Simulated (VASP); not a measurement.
Input of a VASP 6.6.1 run:

INCAR

```
SYSTEM = Cu
PREC = Accurate
ENCUT = 520
EDIFF = 1E-7
ISMEAR = 0
SIGMA = 0.1
LREAL = .False.
LASPH = .True.
NELM = 60
ALGO = Normal
ISIF = 2
LWAVE = .False.
LCHARG = .True.
GGA = PS
LELF = .True.
LVHAR = .True.
NBANDS = 12
```

File KPOINTS:

```
Automatic mesh
0
Gamma
  10 10 10
  0 0 0
```

File POSCAR:

```
Cu
1.0
    2.5197999023      0.0000000000      0.0000000000
    1.2598999512      2.1822107279      0.0000000000
    1.2598999512      0.7274035760      2.0574080049
Cu
1
Direct
    0.0000000000      0.0000000000      0.0000000000
```

Potentials or basis: VASP PAW PBE potentials, release 64 (Cu).

Command:

```console
$ cat potpaw_PBE.64/Cu/POTCAR > POTCAR
$ mpirun -np 1 vasp_std > vasp.out
```

Q: Estimate the pressure.

A: 0.8 GPa.

Caveat: the PAW data sets were made with another functional, which shifts forces and pressure a little.
